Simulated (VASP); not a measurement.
Write the native input for VASP 6.6.1 that does the following.

* Task: single point
* Functional: LDA
* Potentials or basis: VASP PAW LDA potentials, release 64 (Ba_sv, Ti_sv, O)
* Cutoff: 520 eV
* k mesh: 9 × 9 × 9
* Occupations: fermi-dirac, width 0.05 eV
* Spin: no spin polarisation
* Dipole correction: no
* Further INCAR settings: ALGO = Normal; EDIFF = 1e-06; NBANDS = 28

The structure of BaTiO3 lies in POSCAR:

```
BaTiO3
1.0
    2.8831267109      1.6645739827      2.3631888664
   -2.8831267109      1.6645739827      2.3631888664
    0.0000000000     -3.3291479653      2.3631888664
Ba Ti O
1 1 3
Direct
    0.0000000000      0.0000000000      0.0000000000
    0.5140000000      0.5140000000      0.5140000000
    0.4916000000      0.4916000000      0.9815000000
    0.4916000000      0.9815000000      0.4916000000
    0.9815000000      0.4916000000      0.4916000000
```

The input as run:

INCAR

```
SYSTEM = BaTiO3
ALGO = Normal
EDIFF = 1E-6
ENCUT = 520
ISIF = 2
ISMEAR = -1
LASPH = .TRUE.
LCHARG = .FALSE.
LREAL = .FALSE.
LWAVE = .FALSE.
NBANDS = 28
NELM = 80
PREC = Accurate
SIGMA = 0.05
```

KPOINTS

```
k-points
0
G
  9 9 9
  0 0 0
```

Potentials or basis: VASP PAW LDA potentials, release 64 (Ba_sv, Ti_sv, O).

Run with:

```sh
$ cat potpaw_LDA.64/Ba_sv/POTCAR potpaw_LDA.64/Ti_sv/POTCAR potpaw_LDA.64/O/POTCAR > POTCAR
$ mpirun -np 1 vasp_std > vasp.out
```

Results of the run:

| Item | Value |
| --- | --- |
| Pressure | -12.5 GPa |
| Largest force | 0.555 eV/Å |
| Band gap on the k mesh | 2.16 eV (least direct gap 2.55 eV) |

Caveat: the cell stands under tension; spin-orbit coupling is left out, which moves the levels of the heavy elements; an odd mesh through Γ misses points on the zone boundary, where band edges can lie.

It took 3.6 min on 1 thread of Intel Xeon 8259CL, on a shared host, peak memory 0.27 GiB.
